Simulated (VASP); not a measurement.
# BN (P6_3/mmc) in VASP: a series of runs

The runs below take BN through single point, with HSE06, r2SCAN50.

All numbers are computed with VASP 6.6.1; they aren't measurements. Logs are shortened: lines on timing, memory, paths and dates and some standing lists are left out, and cuts for length are marked.

### Step 1. The cell of the first run

The structure is hexagonal, space group P6_3/mmc (No. 194). The conventional cell has a = 2.501 Å, b = 2.501 Å, c = 6.893 Å, α = 90.00°, β = 90.00°, γ = 120.00°. B (site symmetry -6m2) has 3 N at 1.44 Å within 1.9 Å. N (site symmetry -6m2) has 3 B at 1.44 Å within 1.9 Å.

### Step 2. Single point, HSE06

File POSCAR:

```
BN
1.0
    2.5008381595      0.0000000000      0.0000000000
   -1.2504190798      2.1657893769      0.0000000000
    0.0000000000      0.0000000000      6.8931474372
B N
2 2
Direct
    0.3333333333      0.6666666667      0.2500000000
    0.6666666667      0.3333333333      0.7500000000
    0.6666666667      0.3333333333      0.2500000000
    0.3333333333      0.6666666667      0.7500000000
```

File INCAR.step1:

```
PREC = Accurate
ENCUT = 520
EDIFF = 1E-5
ISMEAR = 0
SIGMA = 0.01
LREAL = F
LASPH = T
NELM = 80
ALGO = Normal
ISIF = 2
LWAVE = T
LCHARG = F
GGA = PE
NBANDS = 16
```

File INCAR.step2:

```
PREC = Accurate
ENCUT = 520
EDIFF = 1E-6
ISMEAR = 0
SIGMA = 0.01
LREAL = F
LASPH = T
NELM = 80
ALGO = Normal
ISIF = 2
LWAVE = F
LCHARG = F
GGA = PE
LHFCALC = T
HFSCREEN = 0.2079
PRECFOCK = Normal
ISTART = 1
NBANDS = 16
```

File KPOINTS:

```
regular mesh
0
Gamma
  6 6 2
```

Potentials or basis: VASP PAW PBE potentials, release 64 (B, N).

On the command line:

```sh
> cat potpaw_PBE.64/B/POTCAR potpaw_PBE.64/N/POTCAR > POTCAR
> cp INCAR.step1 INCAR
> mpirun -np 1 vasp_std > vasp.out
> cp INCAR.step2 INCAR
> mpirun -np 1 vasp_std > vasp.out
```

OUTCAR:

```text
PREC = Accurate
   ENCUT = 520
   EDIFF = 1E-6
   ISMEAR = 0
   LREAL = F
   LASPH = T
   NELM = 80
   ISIF = 2
   GGA = PE
   LHFCALC = T
   HFSCREEN = 0.2079
   PRECFOCK = Normal
   ISTART = 1

 ion  position               nearest neighbor table
   1  0.333  0.667  0.250-   3 1.44   3 1.44   3 1.44
   2  0.667  0.333  0.750-   4 1.44   4 1.44   4 1.44
   3  0.667  0.333  0.250-   1 1.44   1 1.44   1 1.44
   4  0.333  0.667  0.750-   2 1.44   2 1.44   2 1.44

  LATTYP: Found a hexagonal cell.
 ALAT       =     2.5008381595
 C/A-ratio  =     2.7563348756

  Lattice vectors:

 A1 = (   2.5008381595,   0.0000000000,   0.0000000000)
 A2 = (  -1.2504190798,   2.1657893769,   0.0000000000)
 A3 = (   0.0000000000,   0.0000000000,   6.8931474372)

Analysis of symmetry for initial positions (statically):
=====================================================================
 Subroutine PRICEL returns:
 Original cell was already a primitive cell.

 Routine SETGRP: Setting up the symmetry group for a
 hexagonal supercell.

 Subroutine GETGRP returns: Found 24 space group operations
 (whereof 12 operations were pure point group operations)
 out of a pool of 24 trial point group operations.

The static configuration has the point symmetry D_3d.
 The point group associated with its full space group is D_6h.

Analysis of symmetry for dynamics (positions and initial velocities):
=====================================================================
 Subroutine PRICEL returns:
 Original cell was already a primitive cell.

 Routine SETGRP: Setting up the symmetry group for a
 hexagonal supercell.

 Subroutine GETGRP returns: Found 24 space group operations
 (whereof 12 operations were pure point group operations)
 out of a pool of 24 trial point group operations.

The dynamic configuration has the point symmetry D_3d.
 The point group associated with its full space group is D_6h.

 Subroutine INISYM returns: Found 24 space group operations
 (whereof 12 operations are pure point group operations),
 and found     1 'primitive' translations

----------------------------------------------------------------------------------------

                                     Primitive cell

  volume of cell :      37.3353

  direct lattice vectors                    reciprocal lattice vectors
     2.500838160  0.000000000  0.000000000     0.399865939  0.230862708  0.000000000
    -1.250419080  2.165789377  0.000000000     0.000000000  0.461725416  0.000000000
     0.000000000  0.000000000  6.893147437     0.000000000  0.000000000  0.145071610

  length of vectors
     2.500838160  2.500838160  6.893147437     0.461725416  0.461725416  0.145071610

  position of ions in fractional coordinates (direct lattice)
     0.333333333  0.666666667  0.250000000
     0.666666667  0.333333333  0.750000000
     0.666666667  0.333333333  0.250000000
     0.333333333  0.666666667  0.750000000

  ion indices of the primitive-cell ions
   primitive index   ion index
                 1           1
                 2           2
                 3           3
                 4           4

----------------------------------------------------------------------------------------

 KPOINTS: regular mesh

Automatic generation of k-mesh.
 Grid dimensions read from file:
 generate k-points for:    6    6    2

 Generating k-lattice:

  Cartesian coordinates                     Fractional coordinates (reciprocal lattice)
     0.066644323  0.038477118  0.000000000     0.166666667  0.000000000  0.000000000
     0.000000000  0.076954236  0.000000000     0.000000000  0.166666667  0.000000000
     0.000000000  0.000000000  0.072535805     0.000000000  0.000000000  0.500000000

  Length of vectors
     0.076954236  0.076954236  0.072535805

  Shift w.r.t. Gamma in fractional coordinates (k-lattice)
     0.000000000  0.000000000  0.000000000

 Subroutine IBZKPT returns following result:
 ===========================================

 Found     14 irreducible k-points:

 Following reciprocal coordinates:
            Coordinates               Weight
  0.000000  0.000000  0.000000      1.000000
  0.166667 -0.000000  0.000000      6.000000
  0.333333  0.000000  0.000000      6.000000
  0.500000  0.000000  0.000000      3.000000
  0.166667  0.166667  0.000000      6.000000
  0.333333  0.166667  0.000000     12.000000
  0.333333  0.333333  0.000000      2.000000
  0.000000  0.000000  0.500000      1.000000
  0.166667 -0.000000  0.500000      6.000000
  0.333333  0.000000  0.500000      6.000000
  0.500000  0.000000  0.500000      3.000000
  0.166667  0.166667  0.500000      6.000000
  0.333333  0.166667  0.500000     12.000000
  0.333333  0.333333  0.500000      2.000000
   k-points           NKPTS =     14   k-points in BZ     NKDIM =     72   number of bands    NBANDS=     16
   number of dos      NEDOS =    301   number of ions     NIONS =      4
   total plane-waves  NPLWV =  21600
   dimension x,y,z NGX =    20 NGY =   20 NGZ =   54
   dimension x,y,z NGXF=    40 NGYF=   40 NGZF=  108
   ions per type =               2   2
   NGX,Y,Z   is equivalent  to a cutoff of  13.30, 13.30, 13.02 a.u.
   NGXF,Y,Z  is equivalent  to a cutoff of  26.59, 26.59, 26.05 a.u.
 SYSTEM =  unknown system
   PREC   = accura    normal or accurate (medium, high low for compatibility)
   ISTART =      1    job   : 0-new  1-cont  2-samecut
   ICHARG =      0    charge: 1-file 2-atom 10-const
   ISPIN  =      1    spin polarized calculation?
   LNONCOLLINEAR =      F non collinear calculations
   LSORBIT =      F    spin-orbit coupling
   LASPH  =      T    aspherical Exc in radial PAW
   ENCUT  =  520.0 eV  38.22 Ry    6.18 a.u.   4.65  4.65 12.82*2*pi/ulx,y,z
   NELM   =     80;   NELMIN=  2; NELMDL=  0     # of ELM steps
   EDIFF  = 0.1E-05   stopping-criterion for ELM
   LREAL  =      F    real-space projection
   EDIFFG = 0.1E-04   stopping-criterion for IOM
   NSW    =      0    number of steps for IOM
   IBRION =     -1    ionic relax: 0-MD 1-quasi-New 2-CG
   NFREE  =      0    steps in history (QN), initial steepest desc. (CG)
   ISIF   =      2    stress and relaxation
   ISYM   =      3    0-nonsym 1-usesym 2-fastsym
   POTIM  = 0.5000    time-step for ionic-motion
   TEBEG  =    0.0;   TEEND  =   0.0 temperature during run
   PSTRESS=    0.0 pullay stress
   NELECT =      16.0000    total number of electrons
   NUPDOWN=      -1.0000    fix difference up-down
   EMIN   =  10.00;   EMAX   =-10.00  energy-range for DOS
   EFERMI =   0.00;   METHOD = LEGACY
   ISMEAR =     0;   SIGMA  =   0.01  broadening in eV -4-tet -1-fermi 0-gaus
   EFERMI_NEDOS =   21; number of points for ismear=-14 and -15
   IALGO  =     38    algorithm
   IMIX   =      1    mixing-type and parameters
     AMIX     =   0.40;   BMIX     =  1.00
     AMIX_MAG =   1.60;   BMIX_MAG =  1.00
  volume/ion in A,a.u.               =       9.33        62.99
  Fermi-wavevector in a.u.,A,eV,Ry     =   1.234265  2.332422 20.727248  1.523410
  Thomas-Fermi vector in A             =   2.368962
   LORBIT       =      0    0 simple, 1 ext, 2 COOP (PROOUT), +10 PAW based schemes
   GGA     = PE    functional components
   LHFCALC =     T    Hartree Fock is set to
   PRECFOCK=normal    Normal, Fast or Accurate (Low or Medium for compatibility)
   ENCUT4O =  -1.0   cutoff for four orbital integrals eV
   NKREDX  =     1    reduce k-point grid by
   NKREDY  =     1    reduce k-point grid by
   NKREDZ  =     1    reduce k-point grid by
   AEXX    =    0.2500 exact exchange contribution
   HFSCREEN=    0.2079 screening length (either q_TF or 0.3 A-1)
   HFSCREENC=   0.2079 screening length for correlation (either q_TF or 0.3 A-1)
   ENCUTFOCK=  -1.0 apply spherical cutoff to Coloumb kernel
   IVDW    =     0    specifies the selected vdW correction
   LEPSILON=     F    determine dielectric tensor
   LRPA    =     F    only Hartree local field effects (RPA)
 non-spin polarized calculation
 Gauss-broadening in eV      SIGMA  =   0.01
  energy-cutoff  :      520.00
  volume of cell :       37.34
 maximum number of plane-waves:      1034
 NGX is ok and might be reduce to    20
  NGX = 14; NGY = 14; NGZ = 40

 number of electron      16.0000000 magnetization

 Free energy of the ion-electron system (eV)
  ---------------------------------------------------
  ext. energy  EPLUGINS =         0.00000000
  ---------------------------------------------------
  free energy    TOTEN  =       -40.79705268 eV

  energy without entropy =      -40.79705268  energy(sigma->0) =      -40.79705268

 E-fermi :   1.2696     XC(G=0):  -8.1313

 val. band max:        1.1838977897   @ k =   0.3333   0.3333   0.5000
 cond. band min:       6.8260311155   @ k =   0.5000   0.0000   0.0000
 fundamental gap:      5.6421333258
 Fermi energy:         1.2695945688

 k-point     1 :       0.0000    0.0000    0.0000
  band No.  band energies     occupation
      1     -18.4045      2.00000
      2     -18.1730      2.00000
      3      -5.4501      2.00000
      4      -3.5524      2.00000
      5      -0.3864      2.00000
      6      -0.3864      2.00000
[... 8 lines left out ...]
     15      15.0615      0.00000
     16      16.4445      0.00000

 k-point     2 :       0.1667   -0.0000    0.0000
  band No.  band energies     occupation
      1     -17.8226      2.00000
      2     -17.6064      2.00000
      3      -4.6330      2.00000
      4      -2.8090      2.00000
      5      -2.5293      2.00000
      6      -2.5004      2.00000
[... 8 lines left out ...]
     15      16.8895      0.00000
     16      16.9887      0.00000

 k-point     3 :       0.3333    0.0000    0.0000
  band No.  band energies     occupation
      1     -16.2551      2.00000
      2     -16.0908      2.00000
      3      -6.4510      2.00000
      4      -6.3899      2.00000
      5      -2.8310      2.00000
      6      -2.7845      2.00000
[... 8 lines left out ...]
     15      18.6882      0.00000
     16      22.0563      0.00000
[... 172 lines left out ...]
 k-point    13 :       0.3333    0.1667    0.5000
  band No.  band energies     occupation
      1     -15.0339      2.00000
      2     -15.0339      2.00000
      3      -7.7145      2.00000
      4      -7.7145      2.00000
      5      -4.6955      2.00000
      6      -4.6955      2.00000
[... 8 lines left out ...]
     15      18.8119      0.00000
     16      18.8119      0.00000

 k-point    14 :       0.3333    0.3333    0.5000
  band No.  band energies     occupation
      1     -14.3074      2.00000
      2     -14.3074      2.00000
      3      -7.4814      2.00000
      4      -7.4814      2.00000
      5      -6.7803      2.00000
      6      -6.7803      2.00000
[... 8 lines left out ...]
     15      20.2976      0.00000
     16      20.2976      0.00000

------------------------ aborting loop because EDIFF is reached ----------------------------------------

  FORCE on cell =-STRESS in cart. coord.  units (eV):
  Direction    XX          YY          ZZ          XY          YZ          ZX
  --------------------------------------------------------------------------------------
  -------------------------------------------------------------------------------------
  Total       -0.4427811     -0.4427811      0.3008109      0.0000000      0.0000000      0.0000000
  in kB      -19.0011665    -19.0011665     12.9087654      0.0000000      0.0000000      0.0000000
  external PRESSURE =      -8.3645225 kB  Pullay stress =       0.0000000 kB

 VOLUME and BASIS-vectors are now :
 -----------------------------------------------------------------------------
  energy-cutoff  :      520.00
  volume of cell :       37.34
      direct lattice vectors                 reciprocal lattice vectors
     2.500838160  0.000000000  0.000000000     0.399865939  0.230862708  0.000000000
    -1.250419080  2.165789377  0.000000000     0.000000000  0.461725416  0.000000000
     0.000000000  0.000000000  6.893147437     0.000000000  0.000000000  0.145071610

 POSITION                                       TOTAL-FORCE (eV/Angst)
 -----------------------------------------------------------------------------------
     -0.00000      1.44386      1.72329         0.000000     -0.000000      0.000000
      1.25042      0.72193      5.16986        -0.000000      0.000000      0.000000
      1.25042      0.72193      1.72329        -0.000000     -0.000000      0.000000
     -0.00000      1.44386      5.16986        -0.000000      0.000000     -0.000000
 -----------------------------------------------------------------------------------
    total drift:                                0.000000     -0.000000      0.000000

  FREE ENERGIE OF THE ION-ELECTRON SYSTEM (eV)
  ---------------------------------------------------
  free  energy   TOTEN  =       -40.7970526757 eV

  energy  without entropy=      -40.7970526757  energy(sigma->0) =      -40.79705268
```

Wall time 6.1 min (1 thread of Intel Xeon Platinum 8488C (Sapphire Rapids), shared host); peak memory 0.25 GiB.

Results:

```yaml
Free_energy: -40.7971 eV
Pressure: -0.8 GPa
Band_gap_on_the_k_mesh: 5.64 eV, indirect (least direct gap 6.06 eV)
```

Stress tensor (GPa, compression positive):
```
-1.90  0.00  0.00
 0.00 -1.90  0.00
 0.00  0.00  1.29
```

Caveat: the k points lie up to 0.48 Å⁻¹ apart; the PAW data sets were made with another functional, which shifts forces and pressure a little; this functional lacks dispersion, which binds the layers, so the pressure and a relaxed spacing across them are unreliable.

### Step 3. Single point, r2SCAN50

POSCAR is that of step 2.

File INCAR.step1:

```
PREC = Accurate
ENCUT = 520
EDIFF = 1E-5
ISMEAR = 0
SIGMA = 0.01
LREAL = F
LASPH = T
NELM = 60
ALGO = Normal
ISIF = 2
LWAVE = T
LCHARG = F
NBANDS = 16
GGA = PE
```

File INCAR.step2:

```
PREC = Accurate
ENCUT = 520
EDIFF = 1E-7
ISMEAR = 0
SIGMA = 0.01
LREAL = F
LASPH = T
NELM = 60
ALGO = Normal
ISIF = 2
LWAVE = F
LCHARG = F
METAGGA = R2SCAN
LHFCALC = T
AEXX = 0.5
LMIXTAU = T
PRECFOCK = Normal
NBANDS = 16
ISTART = 1
```

KPOINTS is that of step 2.

Potentials or basis: VASP PAW PBE potentials, release 64 (B, N).

On the command line:

```sh
> cat potpaw_PBE.64/B/POTCAR potpaw_PBE.64/N/POTCAR > POTCAR
> cp INCAR.step1 INCAR
> mpirun -np 1 vasp_std > vasp.out
> cp INCAR.step2 INCAR
> mpirun -np 1 vasp_std > vasp.out
```

Wall time 7.4 min (1 thread of Intel Xeon Platinum 8488C (Sapphire Rapids), shared host); peak memory 0.16 GiB.

It converged, with:

| Property | Result |
| --- | --- |
| Free energy | -51.9053 eV |
| Pressure | -6.0 GPa |
| Band gap on the k mesh | 8.73 eV, indirect (least direct gap 9.34 eV) |

Stress tensor (GPa, compression positive):
```
-8.74  0.00  0.00
 0.00 -8.74  0.00
 0.00  0.00 -0.42
```

Levels at points of the mesh, in eV from the valence-band top:
```csv
k point,band 4,band 5,band 6,band 7,band 8,band 9,band 10,band 11,band 12,band 13
"(0.00, 0.00, 0.00)",-5.15,-1.75,-1.75,-1.72,-1.72,8.91,14.80,16.92,16.92,17.04
"(0.50, 0.00, 0.00)",-10.74,-5.08,-5.02,-1.54,-0.62,8.73,10.21,14.35,14.96,16.98
"(0.00, 0.00, 0.50)",-6.30,-1.73,-1.73,-1.73,-1.73,11.45,11.45,16.98,16.98,16.98
"(0.50, 0.00, 0.50)",-10.78,-5.05,-5.05,-1.06,-1.06,9.21,9.21,14.90,14.90,18.16
```

Caveat: the k points lie up to 0.48 Å⁻¹ apart; the PAW data sets were made with another functional, which shifts forces and pressure a little.

### Step 4. Single point, HSE06

POSCAR is that of step 3.

File INCAR.step1:

```
SYSTEM = BN
PREC = Accurate ; ENCUT = 520
EDIFF = 1E-5 ; ISMEAR = 0
SIGMA = 0.01 ; LREAL = .FALSE.
LASPH = .TRUE. ; NELM = 100
ALGO = Normal ; ISIF = 2
LWAVE = .TRUE. ; LCHARG = .FALSE.
NBANDS = 16 ; GGA = PE
```

File INCAR.step2:

```
SYSTEM = BN
PREC = Accurate ; ENCUT = 520
EDIFF = 1E-6 ; ISMEAR = 0
SIGMA = 0.01 ; LREAL = .FALSE.
LASPH = .TRUE. ; NELM = 100
ALGO = Normal ; ISIF = 2
LWAVE = .FALSE. ; LCHARG = .FALSE.
GGA = PE ; LHFCALC = .TRUE.
HFSCREEN = 0.2079 ; PRECFOCK = Normal
NBANDS = 16 ; ISTART = 1
```

File KPOINTS:

```
Automatic mesh
0
G
  6 6 2
  0 0 0
```

On the command line:

```sh
> cat potpaw_PBE.64/B/POTCAR potpaw_PBE.64/N/POTCAR > POTCAR
> cp INCAR.step1 INCAR
> mpirun -np 1 vasp_std > vasp.out
> cp INCAR.step2 INCAR
> mpirun -np 1 vasp_std > vasp.out
```

Run time: 5.9 min. Hardware: 1 thread of Intel Xeon Platinum 8488C (Sapphire Rapids), shared host; peak memory 0.26 GiB.

Results (log left out):

| Quantity | Value |
| --- | --- |
| Free energy | -40.7971 eV |
| Pressure | -0.8 GPa |
| Band gap on the k mesh | 5.64 eV, indirect (least direct gap 6.06 eV) |

Stress tensor (GPa, compression positive):
```
-1.90  0.00  0.00
 0.00 -1.90  0.00
 0.00  0.00  1.29
```

Levels at points of the mesh, in eV from the valence-band top:
```
           k point  band 5  band 6  band 7  band 8  band 9  band 10  band 11  band 12
(0.00, 0.00, 0.00)   -1.57   -1.57   -1.54   -1.54    6.20    11.52    13.34    13.34
(0.50, 0.00, 0.00)   -4.62   -4.57   -1.43   -0.57    5.64     6.93    11.06    11.58
(0.00, 0.00, 0.50)   -1.56   -1.56   -1.56   -1.56    8.52     8.52    13.40    13.40
(0.50, 0.00, 0.50)   -4.60   -4.60   -0.99   -0.99    6.09     6.09    11.50    11.50
```

Caveat: the k points lie up to 0.48 Å⁻¹ apart; the PAW data sets were made with another functional, which shifts forces and pressure a little; this functional lacks dispersion, which binds the layers, so the pressure and a relaxed spacing across them are unreliable. A k mesh can miss the band edges.
